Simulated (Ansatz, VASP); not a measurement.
**Two plane-wave programs on InAs**

Contents of INCAR:

```
SYSTEM = InAs
PREC = Accurate
ENCUT = 520
EDIFF = 1E-6
ISMEAR = -1
SIGMA = 0.02
LREAL = .FALSE.
LASPH = .TRUE.
NELM = 60
ALGO = Normal
ISIF = 2
LWAVE = .FALSE.
LCHARG = .TRUE.
GGA = PE
LELF = .TRUE.
LVHAR = .TRUE.
NBANDS = 16
```

The input KPOINTS:

```
regular mesh
0
G
  6 6 6
  0 0 0
```

Contents of POSCAR:

```
InAs
1.0
    0.0000000000      3.0944670156      3.0944670156
    3.0944670156      0.0000000000      3.0944670156
    3.0944670156      3.0944670156      0.0000000000
In As
1 1
Direct
    0.0000000000      0.0000000000      0.0000000000
    0.2500000000      0.2500000000      0.2500000000
```

Input for Ansatz:

```yaml
crystal:
  lattice:
    - [0.0, 3.0944670156, 3.0944670156]
    - [3.0944670156, 0.0, 3.0944670156]
    - [3.0944670156, 3.0944670156, 0.0]
  atoms:
    - { symbol: In, position: [0.0, 0.0, 0.0] }
    - { symbol: As, position: [0.25, 0.25, 0.25] }
kpoints:
  mp_grid: { grid: [6, 6, 6] }
hamiltonian:
  xc: pbe
scf:
  occupations: { method: fermi_dirac, width: 0.02 }
  n_extra_bands: 4
output:
  forces: true
  stress: true
  eigenvalues: true
```

Alike in both runs: task single point; functional PBE; k mesh 6 × 6 × 6; occupations fermi-dirac, width 0.02 eV; no spin polarisation.

|  | VASP | Ansatz |
| --- | --- | --- |
| version | VASP 6.6.1 | Ansatz 0.2.0 |
| potentials or method | VASP PAW PBE potentials, release 64 (In_d, As) | plane waves, PAW |
| plane-wave cutoff (eV) | 520 | 420 |
| valence electrons in the cell | 18 | 28 |

|  | VASP | Ansatz | Ansatz less VASP |
| --- | --- | --- | --- |
| pressure (GPa) | 0.0 | 0.0 | -0.04 |

With one functional, cell and mesh, what is left measures potentials, basis and numerics. VASP's potentials hold 18 valence electrons a cell and Ansatz's 28, so a difference there can come from the potentials and not from the codes.
